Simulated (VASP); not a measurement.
Li2S:

```
S Li
1.0
     0.00000    2.84529    2.84529
     2.84529    0.00000    2.84529
     2.84529    2.84529    0.00000
S Li
1 2
Direct
  0.00000 0.00000 0.00000
  0.25000 0.25000 0.25000
  0.75000 0.75000 0.75000
```

Base run:

```yaml
Program: VASP 6.6.1
Functional: HSE06
Potentials_or_basis: VASP PAW PBE potentials, release 64 (S, Li_sv)
Cutoff: 650 eV
k_mesh: 6 × 6 × 6
Occupations: gaussian, width 0.01 eV
Spin: no spin polarisation
```

Its results: band gap on the k mesh 4.33 eV (least direct gap 5.35 eV); pressure -0.6 GPa.

Task: The run is repeated on the same cell with these changes: functional from HSE06 to HF; share of exact exchange from 0.25 to 1. What comes out?

Result: Band gap on the k mesh 10.47 eV (least direct gap 11.84 eV); pressure 1.9 GPa.

Caveats: the structure was generated, so it needn't be the stable form of Li2S; the PAW data sets were made with another functional, which shifts forces and pressure a little.

A k mesh can miss the band edges.
